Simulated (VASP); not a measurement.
Wanted: the native input for a VASP 6.6.1 run.

```
Task                   : relaxation of cell and atoms
Functional             : PBEsol
Potentials or basis    : VASP PAW PBE potentials, release 64 (Li_sv, H_h)
Cutoff                 : 1230 eV
k mesh                 : 12 × 12 × 12
Occupations            : fermi-dirac, width 0.03 eV
Spin                   : no spin polarisation
Dipole correction      : no
Further INCAR settings : ALGO = Normal; EDIFF = 1e-07; IBRION = 2; EDIFFG = -0.01; NSW = 100; ISIF = 3
```

The structure of LiH lies in POSCAR:

```
LiH
1.0
    0.0000000000      1.5838140000      1.5838140000
    1.5838140000      0.0000000000      1.5838140000
    1.5838140000      1.5838140000      0.0000000000
Li H
1 1
Direct
    0.0000000000      0.0000000000      0.0000000000
    0.5000000000      0.5000000000      0.5000000000
```

These files were run (other wordings do the same):

INCAR

```
ALGO = Normal
EDIFF = 1E-7
EDIFFG = -0.01
ENCUT = 1230
GGA = PS
GGA_COMPAT = F
IBRION = 2
ISIF = 3
ISMEAR = -1
LASPH = T
LCHARG = F
LREAL = F
LWAVE = F
NELM = 120
NELMIN = 4
NSW = 100
PREC = Accurate
SIGMA = 0.03
```

KPOINTS

```
k-points
0
Gamma
  12 12 12
```

Potentials or basis: VASP PAW PBE potentials, release 64 (Li_sv, H_h).

The run is started by

```console
$ cat potpaw_PBE.64/Li_sv/POTCAR potpaw_PBE.64/H_h/POTCAR > POTCAR
$ mpirun -np 1 vasp_std > vasp.out
```

It gave:

```yaml
Relaxed_volume: 7.82 Å³/atom
Relaxed_cell: a = 2.807 Å, b = 2.807 Å, c = 2.807 Å, α = 60.00°, β = 60.00°, γ = 60.00°
Space_group_after_relaxing_to_0.1_Å: Fm-3m (No. 225)
Energy_gained_by_relaxing: 587.9 meV/atom
Ionic_steps: 5
Pressure_after_relaxing: 0.1 GPa
Band_gap_on_the_k_mesh: 2.72 eV
```

Caveat: the volume moved by over 15 % at a fixed basis, so the end points are rough; the PAW data sets were made with another functional, which shifts forces and pressure a little.

It took 22 s on 1 thread of Intel(R) Xeon(R) 6975P-C (Granite Rapids), on a shared host, peak memory 0.15 GiB.
